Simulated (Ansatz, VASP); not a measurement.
**Two plane-wave programs on CO2**

The input INCAR:

```
SYSTEM = CO2
PREC = Accurate
ENCUT = 910
EDIFF = 1E-6
ISMEAR = 0
SIGMA = 0.01
LREAL = .FALSE.
LASPH = .TRUE.
NELM = 120
ALGO = Normal
ISIF = 2
LWAVE = .FALSE.
LCHARG = .TRUE.
GGA = PS
LELF = .TRUE.
LVHAR = .TRUE.
NBANDS = 25
GGA_COMPAT = .FALSE.
```

Contents of KPOINTS:

```
Automatic mesh
0
G
  6 6 6
  0 0 0
```

Contents of POSCAR:

```
CO2
1.0
    4.1089710000      0.0000000000      0.0000000000
    0.3128408337      4.0970444581      0.0000000000
   -2.2109054553     -2.0485218014      2.7926865517
C O
2 4
Direct
    0.7500000000      0.2500000000      0.5000000000
    0.0000000000      0.0000000000      0.0000000000
    0.7097980000      0.1250000000      0.0847980000
    0.0402020000      0.6250000000      0.9152020000
    0.3750000000      0.2902020000      0.4152020000
    0.8750000000      0.9597980000      0.5847980000
```

Input for Ansatz:

```yaml
crystal:
  lattice:
    - [4.108971, 0.0, 0.0]
    - [0.31284083366545234, 4.097044458098119, 0.0]
    - [-2.210905455287596, -2.048521801402884, 2.792686551655526]
  atoms:
    - { symbol: C, position: [0.75, 0.24999999999999994, 0.49999999999999994] }
    - { symbol: C, position: [0.0, 0.0, 0.0] }
    - { symbol: O, position: [0.7097980000000002, 0.125, 0.084798] }
    - { symbol: O, position: [0.04020199999999993, 0.6249999999999999, 0.9152019999999997] }
    - { symbol: O, position: [0.375, 0.290202, 0.415202] }
    - { symbol: O, position: [0.875, 0.959798, 0.584798] }
basis:
  ecutwfc: 476.19925930478996
kpoints:
  mp_grid:
    grid: [6, 6, 6]
hamiltonian:
  xc: pbesol
scf:
  occupations:
    method: fixed
output:
  forces: true
  stress: true
```

Alike in both runs: task single point; functional PBEsol; k mesh 6 × 6 × 6; no spin polarisation.

|  | VASP | Ansatz |
| --- | --- | --- |
| version | VASP 6.6.1 | Ansatz 0.2.0 |
| potentials or method | VASP PAW PBE potentials, release 64 (C_h, O_h), cutoff 910 eV | plane waves, PAW |
| occupations | gaussian, width 0.01 eV | fixed |
| valence electrons in the cell | 32 | 32 |

|  | VASP | Ansatz | Ansatz less VASP |
| --- | --- | --- | --- |
| rms of the force components (eV/Å) | 0.087 | 0.100 | +0.0127 |

VASP's potentials were made for PBE, not for PBEsol. Atom by atom the forces differ by 0.013 eV/Å (rms over components).

Noted on VASP's run: the cutoff is short for stress, so the pressure is rough.
